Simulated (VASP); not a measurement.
The system is Ta.

```xyz
1
Lattice="0.0000 2.1115 2.1115 2.1115 0.0000 2.1115 2.1115 2.1115 0.0000" Properties=species:S:1:pos:R:3 pbc="T T T"
Ta    0.0000    0.0000    0.0000
```

Program: VASP 6.6.1. Alike in all runs: task single point; level PBE; potentials or basis VASP PAW PBE potentials, release 64 (Ta_pv); cell as given; cutoff (eV) 520; smearing fermi-dirac 0.1 eV. Hardware: 1 thread of Intel(R) Xeon(R) Platinum 8259CL CPU @ 2.50GHz (Skylake/Cascade Lake) (shared host).

Order these runs on this cell by their wall time, lowest first.
A. spin non-collinear, zero start, SOC; k mesh 13 × 13 × 13
B. spin off; k mesh 21 × 21 × 21
C. spin off; k mesh 14 × 14 × 14

C (12 s), B (28 s), A (61 s).
